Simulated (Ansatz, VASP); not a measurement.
**HC4 in VASP and in Ansatz**

```
C H
1.0
     4.93140    0.00000    0.00000
    -2.46570    4.27072    0.00000
     0.00000    0.00000   18.00000
C H
8 2
Direct
  0.16667 0.33333 0.22222
  0.16667 0.83333 0.22222
  0.66667 0.33333 0.22222
  0.66667 0.83333 0.22222
  0.33333 0.16667 0.22222
  0.33333 0.66667 0.22222
  0.83333 0.16667 0.22222
  0.83333 0.66667 0.22222
  0.15682 0.15682 0.30056
  0.34318 0.34318 0.30056
```

Alike in both runs: task single point; functional PBE; dispersion D3(BJ); k mesh 6 × 6 × 1; occupations gaussian, width 0.1 eV; no spin polarisation.

|  | VASP | Ansatz |
| --- | --- | --- |
| version | VASP 6.6.1 | Ansatz 0.2.0 |
| potentials or method | VASP PAW PBE potentials, release 64 (C, H), cutoff 520 eV | scalar-relativistic, plane waves, PAW |
| valence electrons in the cell | 34 | 34 |

Ansatz gave:

* gap on the k mesh at the Fermi level (eV): 0.76
* least direct gap on the mesh (eV): 0.90
* rms of the force components (eV/Å): 1.708

Q: What did VASP give for the same quantities?

A: gap on the k mesh at the Fermi level (eV): 0.76; least direct gap on the mesh (eV): 0.90; rms of the force components (eV/Å): 1.710.

Atom by atom the forces differ by 0.004 eV/Å (rms over components). Ansatz's warnings: structure snapped to symmetry.
